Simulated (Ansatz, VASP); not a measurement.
Co in VASP and in Ansatz

File INCAR:

```
PREC = Accurate ; ENCUT = 520
EDIFF = 1E-6 ; ISMEAR = -1
SIGMA = 0.1 ; LREAL = F
LASPH = T ; NELM = 150
ALGO = Normal ; ISIF = 2
LWAVE = F ; LCHARG = F
ISPIN = 2 ; MAGMOM = 3 -3
LORBIT = 11 ; LMAXMIX = 4
GGA = PS ; NBANDS = 20
```

File KPOINTS:

```
regular mesh
0
Gamma
  14 14 8
```

Contents of POSCAR:

```
Co
1.0
    2.5359998200      0.0000000000      0.0000000000
   -1.2679999100      2.1962402600      0.0000000000
    0.0000000000      0.0000000000      4.1360000000
Co
2
Direct
    0.3333333300      0.6666666700      0.2500000000
    0.6666666700      0.3333333300      0.7500000000
```

Input for Ansatz:

```yaml
crystal:
  lattice:
    - [2.53599982, 0.0, 0.0]
    - [-1.26799991, 2.19624026, 0.0]
    - [0.0, 0.0, 4.136]
  atoms:
    - { symbol: Co, position: [0.33333333, 0.66666667, 0.25], spin: 3.0 }
    - { symbol: Co, position: [0.66666667, 0.33333333, 0.75], spin: -3.0 }
magnetization:
  spin_polarized: true
hamiltonian:
  xc: pbesol
  pseudopotentials: { kind: paw }
basis:
  ecutwfc: 420
kpoints:
  mp_grid: { grid: [14, 14, 8] }
scf:
  occupations: { method: fermi_dirac, width: 0.1 }
  lower_state_search: "off"
output:
  forces: true
  stress: true
```

Alike in both runs: task single point; functional PBEsol; k mesh 14 × 14 × 8; occupations fermi-dirac, width 0.1 eV; collinear spin.

|  | VASP | Ansatz |
| --- | --- | --- |
| version | VASP 6.6.1 | Ansatz 0.2.0 |
| potentials or method | VASP PAW PBE potentials, release 64 (Co), cutoff 520 eV | PAW, plane waves, scalar-relativistic |
| valence electrons in the cell | 18 | 34 |

```csv
,VASP,Ansatz,Ansatz less VASP
pressure (GPa),-24.2,-23.9,+0.25
"traceless stress, the component that is largest in VASP (GPa)",1.01,1.08,+0.068
net moment per atom (μB),0.00,0.00,0.000
size of the moment on the site where the two differ most (μB),1.10,1.13,+0.022
```

VASP's potentials were made for PBE, not for PBEsol. Site moments also hang on the region over which each program counts them. VASP's potentials hold 18 valence electrons a cell and Ansatz's 34, so a difference there can come from the potentials and not from the codes. Ansatz's warnings: negative dielectric reading.
